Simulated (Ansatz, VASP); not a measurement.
**Two plane-wave programs on Sn**

```
CELL_PARAMETERS angstrom
0.00000 2.50397 2.50397
2.50397 0.00000 2.50397
2.50397 2.50397 0.00000
ATOMIC_POSITIONS crystal
Sn 0.00000 0.00000 0.00000
```

Alike in both runs: task single point; functional PBE; k mesh 18 × 18 × 18; occupations fermi-dirac, width 0.1 eV; no spin polarisation.

|  | VASP | Ansatz |
| --- | --- | --- |
| version | VASP 6.6.1 | Ansatz 0.2.0 |
| potentials or method | VASP PAW PBE potentials, release 64 (Sn_d), cutoff 520 eV | plane waves (420 eV) with PAW, scalar-relativistic |
| valence electrons in the cell | 14 | 14 |

|  | VASP | Ansatz | Ansatz less VASP |
| --- | --- | --- | --- |
| pressure (GPa) | -4.1 | -4.1 | +0.06 |
